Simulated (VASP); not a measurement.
# Co in VASP: further runs

The runs below take Co through single point, with PBE.

Program: VASP 6.6.1. These are calculated values, not measurements. Logs are shortened: lines on timing, memory, paths and dates and some standing lists are left out, and cuts for length are marked.

## 1. The cell of the first run

The cell holds a slab with vacuum, 4 atoms: a = 2.493 Å, b = 4.037 Å, c = 18.879 Å, α = 90.00°, β = 90.00°, γ = 90.00°.

## 2. Single point, PBE, collinear spin, ferromagnetic start

INCAR

```
PREC = Accurate
ENCUT = 520
EDIFF = 1E-6
ISMEAR = -1
SIGMA = 0.1
LREAL = F
LASPH = T
NELM = 150
ALGO = Normal
ISIF = 2
LWAVE = F
LCHARG = T
ISPIN = 2
MAGMOM = 1.7 1.7 1.7 1.7
LORBIT = 11
LMAXMIX = 4
LDIPOL = T
IDIPOL = 3
DIPOL = 0.5 0.5 0.500
GGA = PE
LELF = T
LVHAR = T
LVACPOTAV = T
NBANDS = 30
```

KPOINTS

```
Automatic mesh
0
Gamma
  15 9 1
```

POSCAR

```
Co
1.0
    2.4930397743      0.0000000000      0.0000000000
    0.0000000000      4.0369294962      0.0000000000
    0.0000000000      0.0000000000     18.8787000000
Co
4
Direct
    0.0000000000      0.7500000000      0.4237576111
    0.5000000000      0.2500000000      0.4618788058
    0.5000000000      0.7500000000      0.5381211942
    0.0000000000      0.2500000000      0.5762423889
```

Potentials or basis: VASP PAW PBE potentials, release 64 (Co).

Started as:

```bash
> cat potpaw_PBE.64/Co/POTCAR > POTCAR
> mpirun -np 1 vasp_std > vasp.out
```

OUTCAR:

```text
PREC = Accurate
   ENCUT = 520
   EDIFF = 1E-6
   ISMEAR = -1
   LREAL = F
   LASPH = T
   NELM = 150
   ISIF = 2
   ISPIN = 2
   LORBIT = 11
   GGA = PE

 ion  position               nearest neighbor table
   1  0.000  0.750  0.424-   2 2.48   2 2.48   2 2.48   2 2.48   3 2.49   3 2.49
   2  0.500  0.250  0.462-   3 2.48   3 2.48   1 2.48   1 2.48   1 2.48   1 2.48   4 2.49   4 2.49

   3  0.500  0.750  0.538-   2 2.48   2 2.48   4 2.48   4 2.48   4 2.48   4 2.48   1 2.49   1 2.49

   4  0.000  0.250  0.576-   3 2.48   3 2.48   3 2.48   3 2.48   2 2.49   2 2.49

  LATTYP: Found a simple orthorhombic cell.
 ALAT       =     2.4930397743
 B/A-ratio  =     1.6192800202
 C/A-ratio  =     7.5725626982

  Lattice vectors:

 A1 = (   2.4930397743,   0.0000000000,   0.0000000000)
 A2 = (   0.0000000000,   4.0369294962,   0.0000000000)
 A3 = (   0.0000000000,   0.0000000000,  18.8787000000)

Analysis of symmetry for initial positions (statically):
=====================================================================
 Subroutine PRICEL returns:
 Original cell was already a primitive cell.

 Routine SETGRP: Setting up the symmetry group for a
 simple orthorhombic supercell.

 Subroutine GETGRP returns: Found  8 space group operations
 (whereof  4 operations were pure point group operations)
 out of a pool of  8 trial point group operations.

The static configuration has the point symmetry C_2h.
 The point group associated with its full space group is D_2h.

Analysis of symmetry for dynamics (positions and initial velocities):
=====================================================================
 Subroutine PRICEL returns:
 Original cell was already a primitive cell.

 Routine SETGRP: Setting up the symmetry group for a
 simple orthorhombic supercell.

 Subroutine GETGRP returns: Found  8 space group operations
 (whereof  4 operations were pure point group operations)
 out of a pool of  8 trial point group operations.

The dynamic configuration has the point symmetry C_2h.
 The point group associated with its full space group is D_2h.

Analysis of structural, dynamic, and magnetic symmetry:
=====================================================================
 Subroutine PRICEL returns:
 Original cell was already a primitive cell.

 Routine SETGRP: Setting up the symmetry group for a
 simple orthorhombic supercell.

 Subroutine GETGRP returns: Found  8 space group operations
 (whereof  4 operations were pure point group operations)
 out of a pool of  8 trial point group operations.

The overall configuration has the point symmetry C_2h.
 The point group associated with its full space group is D_2h.

 Subroutine INISYM returns: Found  8 space group operations
 (whereof  4 operations are pure point group operations),
 and found     1 'primitive' translations

----------------------------------------------------------------------------------------

                                     Primitive cell

  volume of cell :     189.9995

  direct lattice vectors                    reciprocal lattice vectors
     2.493039774  0.000000000  0.000000000     0.401116745  0.000000000  0.000000000
     0.000000000  4.036929496  0.000000000     0.000000000  0.247713021  0.000000000
     0.000000000  0.000000000 18.878700000     0.000000000  0.000000000  0.052969749

  length of vectors
     2.493039774  4.036929496 18.878700000     0.401116745  0.247713021  0.052969749

  position of ions in fractional coordinates (direct lattice)
     0.000000000  0.750000000  0.423757611
     0.500000000  0.250000000  0.461878806
     0.500000000  0.750000000  0.538121194
     0.000000000  0.250000000  0.576242389

  ion indices of the primitive-cell ions
   primitive index   ion index
                 1           1
                 2           2
                 3           3
                 4           4

----------------------------------------------------------------------------------------

 KPOINTS: Automatic mesh

Automatic generation of k-mesh.
 Grid dimensions read from file:
 generate k-points for:   15    9    1

 Generating k-lattice:

  Cartesian coordinates                     Fractional coordinates (reciprocal lattice)
     0.026741116  0.000000000  0.000000000     0.066666667  0.000000000  0.000000000
     0.000000000  0.027523669  0.000000000     0.000000000  0.111111111  0.000000000
     0.000000000  0.000000000  0.052969749     0.000000000  0.000000000  1.000000000

  Length of vectors
     0.026741116  0.027523669  0.052969749

  Shift w.r.t. Gamma in fractional coordinates (k-lattice)
     0.000000000  0.000000000  0.000000000

 Subroutine IBZKPT returns following result:
 ===========================================

 Found     40 irreducible k-points:

 Following reciprocal coordinates:
            Coordinates               Weight
  0.000000  0.000000  0.000000      1.000000
  0.066667  0.000000  0.000000      2.000000
  0.133333  0.000000  0.000000      2.000000
  0.200000  0.000000  0.000000      2.000000
  0.266667  0.000000  0.000000      2.000000
  0.333333  0.000000  0.000000      2.000000
[... 16 lines left out ...]
  0.400000  0.222222  0.000000      4.000000
  0.466667  0.222222  0.000000      4.000000
 [... further k-points ...]
   k-points           NKPTS =     40   k-points in BZ     NKDIM =     40   number of bands    NBANDS=     30
   number of dos      NEDOS =    301   number of ions     NIONS =      4
   total plane-waves  NPLWV =  84000
   dimension x,y,z NGX =    20 NGY =   30 NGZ =  140
   dimension x,y,z NGXF=    40 NGYF=   60 NGZF=  280
   ions per type =               4
   NGX,Y,Z   is equivalent  to a cutoff of  13.34, 12.35, 12.33 a.u.
   NGXF,Y,Z  is equivalent  to a cutoff of  26.67, 24.71, 24.66 a.u.
 SYSTEM =  unknown system
   PREC   = accura    normal or accurate (medium, high low for compatibility)
   ISTART =      0    job   : 0-new  1-cont  2-samecut
   ICHARG =      2    charge: 1-file 2-atom 10-const
   ISPIN  =      2    spin polarized calculation?
   LNONCOLLINEAR =      F non collinear calculations
   LSORBIT =      F    spin-orbit coupling
   LASPH  =      T    aspherical Exc in radial PAW
   ENCUT  =  520.0 eV  38.22 Ry    6.18 a.u.   4.64  7.51 35.10*2*pi/ulx,y,z
   NELM   =    150;   NELMIN=  2; NELMDL= -5     # of ELM steps
   EDIFF  = 0.1E-05   stopping-criterion for ELM
   LREAL  =      F    real-space projection
   EDIFFG = 0.1E-04   stopping-criterion for IOM
   NSW    =      0    number of steps for IOM
   IBRION =     -1    ionic relax: 0-MD 1-quasi-New 2-CG
   NFREE  =      0    steps in history (QN), initial steepest desc. (CG)
   ISIF   =      2    stress and relaxation
   ISYM   =      2    0-nonsym 1-usesym 2-fastsym
   POTIM  = 0.5000    time-step for ionic-motion
   TEBEG  =    0.0;   TEEND  =   0.0 temperature during run
   PSTRESS=    0.0 pullay stress
   NELECT =      36.0000    total number of electrons
   NUPDOWN=      -1.0000    fix difference up-down
   EMIN   =  10.00;   EMAX   =-10.00  energy-range for DOS
   EFERMI =   0.00;   METHOD = LEGACY
   ISMEAR =    -1;   SIGMA  =   0.10  broadening in eV -4-tet -1-fermi 0-gaus
   EFERMI_NEDOS =   21; number of points for ismear=-14 and -15
   IALGO  =     38    algorithm
   IMIX   =      4    mixing-type and parameters
     AMIX     =   0.40;   BMIX     =  1.00
     AMIX_MAG =   1.60;   BMIX_MAG =  1.00
  volume/ion in A,a.u.               =      47.50       320.54
  Fermi-wavevector in a.u.,A,eV,Ry     =   0.940282  1.776876 12.029325  0.884130
  Thomas-Fermi vector in A             =   2.067678
   LORBIT       =     11    0 simple, 1 ext, 2 COOP (PROOUT), +10 PAW based schemes
   GGA     = PE    functional components
   LHFCALC =     F    Hartree Fock is set to
   AEXX    =    0.0000 exact exchange contribution
   IVDW    =     0    specifies the selected vdW correction
   LEPSILON=     F    determine dielectric tensor
   LRPA    =     F    only Hartree local field effects (RPA)
 spin polarized calculation
  energy-cutoff  :      520.00
  volume of cell :      190.00
 maximum number of plane-waves:      5156
 NGX is ok and might be reduce to    20
   NGX =  9   NGY = 15   NGZ = 71

 dipolmoment           0.000000      0.000000      0.000000 electrons x Angstroem

 number of electron      35.9999986 magnetization       7.1127484

 dipolmoment           0.000000      0.000000     -0.000000 electrons x Angstroem

 Free energy of the ion-electron system (eV)
  ---------------------------------------------------
  ext. energy  EPLUGINS =         0.00000000
  ---------------------------------------------------
  free energy    TOTEN  =       -25.32881315 eV

  energy without entropy =      -25.17445466  energy(sigma->0) =      -25.25163390

 E-fermi :  -1.1058     XC(G=0):  -4.1521

 val. band max:       -1.1066187736   @ k =   0.4000   0.4444   0.0000
 cond. band min:      -1.1003964725   @ k =   0.1333   0.4444   0.0000
 fundamental gap:      0.0062223011
 Fermi energy:        -1.1058441332

 spin component 1

 k-point     1 :       0.0000    0.0000    0.0000
  band No.  band energies     occupation
      1      -8.7504      1.00000
      2      -6.3777      1.00000
      3      -5.5276      1.00000
      4      -5.4256      1.00000
      5      -5.0401      1.00000
      6      -4.0704      1.00000
[... 781 lines left out ...]
     29       8.2254      0.00000
     30       8.4284      0.00000

 [... further k-points ...]

 spin component 2

 k-point     1 :       0.0000    0.0000    0.0000
  band No.  band energies     occupation
      1      -8.7214      1.00000
      2      -5.9026      1.00000
      3      -4.3390      1.00000
      4      -4.2116      1.00000
      5      -3.7142      1.00000
      6      -2.5019      1.00000
[... 781 lines left out ...]
     29       8.6680      0.00000
     30       8.7117      0.00000

 [... further k-points ...]
[... 5 lines left out ...]
  --------------------------------------------------------------------------------------
  -------------------------------------------------------------------------------------
  Total       -3.4338603     -3.4311284     -1.7849340      0.0000000      0.0000000      0.0000000
  in kB      -28.9561454    -28.9331085    -15.0515173      0.0000000      0.0000000      0.0000000
  external PRESSURE =     -24.3135904 kB  Pullay stress =       0.0000000 kB

 VOLUME and BASIS-vectors are now :
 -----------------------------------------------------------------------------
  energy-cutoff  :      520.00
  volume of cell :      190.00
      direct lattice vectors                 reciprocal lattice vectors
     2.493039774  0.000000000  0.000000000     0.401116745  0.000000000  0.000000000
     0.000000000  4.036929496  0.000000000     0.000000000  0.247713021  0.000000000
     0.000000000  0.000000000 18.878700000     0.000000000  0.000000000  0.052969749

 POSITION                                       TOTAL-FORCE (eV/Angst)
 -----------------------------------------------------------------------------------
      0.00000      3.02770      7.99999         0.000000      0.000000      0.557803
      1.24652      1.00923      8.71967         0.000000      0.000000      0.121440
      1.24652      3.02770     10.15903         0.000000      0.000000     -0.121440
      0.00000      1.00923     10.87871         0.000000     -0.000000     -0.557803
 -----------------------------------------------------------------------------------
    total drift:                               -0.000000      0.000000      0.000000

  FREE ENERGIE OF THE ION-ELECTRON SYSTEM (eV)
  ---------------------------------------------------
  free  energy   TOTEN  =       -25.3288131513 eV

  energy  without entropy=      -25.1744546565  energy(sigma->0) =      -25.25163390

 vacuum level on the upper side and lower side of the slab         3.517         3.517

 total charge

# of ion       s       p       d       tot
------------------------------------------
    1        0.472   0.353   7.228   8.053
    2        0.481   0.447   7.229   8.157
    3        0.481   0.447   7.229   8.157
    4        0.472   0.353   7.228   8.053
--------------------------------------------------
tot          1.906   1.601  28.914  32.421

 magnetization (x)

# of ion       s       p       d       tot
------------------------------------------
    1        0.001  -0.037   1.883   1.847
    2       -0.015  -0.047   1.804   1.742
    3       -0.015  -0.047   1.804   1.742
    4        0.001  -0.037   1.883   1.847
--------------------------------------------------
tot         -0.028  -0.170   7.375   7.178
```

It took 7.8 min on 1 thread of AMD EPYC 9R45 (Zen 5), shared host; peak memory 0.48 GiB.

What came out:

| Item | Value |
| --- | --- |
| Free energy | -25.3288 eV |
| Largest force | 0.558 eV/Å |
| Net moment | 7.11 μB per cell |
| Site moments | Co +1.85, +1.74 (each value once) μB |
| Valence electrons inside the program's atomic spheres | Co 8.05, 8.16 (each value once) |

Forces in eV/Å, atoms in the order of the input:
```
Co   0.000  0.000  0.558
Co   0.000  0.000  0.121
Co   0.000  0.000 -0.121
Co   0.000  0.000 -0.558
```

## 3. Single point, PBE, collinear spin, ferromagnetic start

This run uses another cell than the first one.

INCAR

```
SYSTEM = Co
  PREC = Accurate
  ENCUT = 520
  EDIFF = 1E-6
  ISMEAR = -1
  SIGMA = 0.1
  LREAL = .False.
  LASPH = .True.
  NELM = 150
  ALGO = Normal
  ISIF = 2
  LWAVE = .False.
  LCHARG = .True.
  ISPIN = 2
  MAGMOM = 1.7 1.7 1.7 1.7
  LORBIT = 11
  LMAXMIX = 4
  LDIPOL = .True.
  IDIPOL = 3
  DIPOL = 0.5 0.5 0.500
  GGA = PE
  LELF = .True.
  LVHAR = .True.
  LVACPOTAV = .True.
  NBANDS = 30
```

KPOINTS

```
Automatic mesh
0
Gamma
  15 9 1
  0 0 0
```

POSCAR

```
Co
1.0
    2.4930397743      0.0000000000      0.0000000000
    0.0000000000      4.0369294962      0.0000000000
    0.0000000000      0.0000000000     24.6370000000
Co
4
Direct
    0.0000000000      0.7500000000      0.4464822638
    0.5000000000      0.2500000000      0.4693911838
    0.5000000000      0.7500000000      0.5306088187
    0.0000000000      0.2500000000      0.5535177362
```

Potentials or basis: VASP PAW PBE potentials, release 64 (Co).

Started as:

```bash
> cat potpaw_PBE.64/Co/POTCAR > POTCAR
> mpirun -np 1 vasp_std > vasp.out
```

It took 22 min on 1 thread of Oxide Virtual Turin-like, shared host; peak memory 0.62 GiB.

It converged, with:

- Free energy: -25.3913 eV
- Largest force: 0.030 eV/Å
- Net moment: 7.02 μB per cell
- Site moments: Co +1.82, +1.71 (each value once) μB
- Valence electrons inside the program's atomic spheres: Co 8.12, 8.21 (each value once)

Forces on the atoms (eV/Å):
```
Co   0.000  0.000  0.025
Co   0.000  0.000  0.030
Co   0.000  0.000 -0.030
Co   0.000  0.000 -0.025
```

Levels at points of the mesh, in eV from the Fermi level:
Spin up:
```csv
k point,band 19,band 20,band 21,band 22,band 23,band 24,band 25,band 26
"(0.00, 0.00, 0.00)",-1.08,-0.98,-0.62,-0.59,0.28,1.58,4.11,4.65
```
Spin down:
```tsv
k point	band 12	band 13	band 14	band 15	band 16	band 17
(0.00, 0.00, 0.00)	-0.56	-0.55	-0.53	-0.22	-0.16	-0.15
```
